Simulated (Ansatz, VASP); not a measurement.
## One calculation of P, two programs

File INCAR:

```
  PREC = Accurate
  ENCUT = 520
  EDIFF = 1E-6
  ISMEAR = -1
  SIGMA = 0.08
  LREAL = F
  LASPH = T
  NELM = 100
  ALGO = Normal
  ISIF = 2
  LWAVE = F
  LCHARG = T
  GGA = PE
  LELF = T
  LVHAR = T
  NBANDS = 12
```

Contents of KPOINTS:

```
Automatic mesh
0
Gamma
  11 11 11
```

Contents of POSCAR:

```
P
1.0
    0.0000000000      2.6846906493      2.6846906493
    2.6846906493      0.0000000000      2.6846906493
    2.6846906493      2.6846906493      0.0000000000
P
2
Direct
    0.0000000000      0.0000000000      0.0000000000
    0.2500000000      0.2500000000      0.2500000000
```

Input for Ansatz:

```yaml
crystal:
  lattice:
    - [0.0, 2.6846906493, 2.6846906493]
    - [2.6846906493, 0.0, 2.6846906493]
    - [2.6846906493, 2.6846906493, 0.0]
  atoms:
    - { symbol: P, position: [0.0, 0.0, 0.0] }
    - { symbol: P, position: [0.25, 0.25, 0.25] }
kpoints:
  mp_grid: { grid: [11, 11, 11] }
scf:
  occupations: { method: fermi_dirac, width: 0.08 }
hamiltonian:
  xc: pbe
  pseudopotentials: { kind: all_electron, lapw: { basis_error: 0.0005 } }
output:
  forces: true
  stress: true
  eigenvalues: true
```

Change from the starting cell: volume scaled by 0.9405.

Alike in both runs: task single point; functional PBE; k mesh 11 × 11 × 11; occupations fermi-dirac, width 0.08 eV; no spin polarisation.

```csv
,VASP,Ansatz
version,VASP 6.6.1,Ansatz 0.2.0
potentials or method,"VASP PAW PBE potentials, release 64 (P), cutoff 520 eV","all-electron LAPW, scalar-relativistic"
```

|  | VASP | Ansatz | Ansatz less VASP |
| --- | --- | --- | --- |
| pressure (GPa) | 2.8 | 3.0 | +0.16 |

Ansatz ran all-electron here, and VASP with PAW potentials.
